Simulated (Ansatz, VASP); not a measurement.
## Sr: VASP beside Ansatz

The input POSCAR:

```
Sr
1.0
   -2.3280000000      2.3280000000      2.5220000000
    2.3280000000     -2.3280000000      2.5220000000
    2.3280000000      2.3280000000     -2.5220000000
Sr
1
Direct
    0.0000000000      0.0000000000      0.0000000000
```

INCAR.step1

```
SYSTEM = Sr
ALGO = Normal ; EDIFF = 1E-4
ENCUT = 520 ; GGA = PE
ISMEAR = 0 ; LASPH = .TRUE.
LCHARG = .FALSE. ; LREAL = .FALSE.
LWAVE = .TRUE. ; NBANDS = 11
NELM = 60 ; PREC = Accurate
SIGMA = 0.15
```

The input INCAR.step2:

```
SYSTEM = Sr
ALGO = Normal ; EDIFF = 1E-6
ENCUT = 520 ; ISIF = 2
ISMEAR = 0 ; ISTART = 1
LASPH = .TRUE. ; LCHARG = .FALSE.
LMIXTAU = .TRUE. ; LREAL = .FALSE.
LWAVE = .FALSE. ; METAGGA = R2SCAN
NBANDS = 11 ; NELM = 60
PREC = Accurate ; SIGMA = 0.15
```

KPOINTS

```
k-points
0
G
  14 14 14
  0 0 0
```

Input for Ansatz:

```yaml
crystal:
  lattice:
    - [-2.328, 2.328, 2.522]
    - [2.328, -2.328, 2.522]
    - [2.328, 2.328, -2.522]
  atoms:
    - { symbol: Sr, position: [0.0, 0.0, 0.0] }
basis:
  ecutwfc: 500
kpoints:
  mp_grid: { grid: [14, 14, 14] }
hamiltonian:
  xc: r2scan
scf:
  occupations: { method: gaussian, width: 0.15 }
output:
  forces: true
  stress: true
  eigenvalues: true
```

Change from the starting cell: strain -0.040 along x and y, +0.040 along z, atoms carried along.

Alike in both runs: task single point; functional r2SCAN; k mesh 14 × 14 × 14; occupations gaussian, width 0.15 eV; no spin polarisation.

```csv
,VASP,Ansatz
version,VASP 6.6.1,Ansatz 0.2.0
potentials or method,"VASP PAW PBE potentials, release 64 (Sr_sv), cutoff 520 eV","scalar-relativistic, plane waves, PAW"
valence electrons in the cell,10,10
```

|  | VASP | Ansatz | Ansatz less VASP |
| --- | --- | --- | --- |
| gap on the k mesh at the Fermi level (eV) | none | none | - |
| pressure (GPa) | 0.3 | 0.3 | -0.01 |

VASP's potentials were made for PBE, not for r2SCAN. A gap of «none» marks a metal or a gap that the smearing closes.
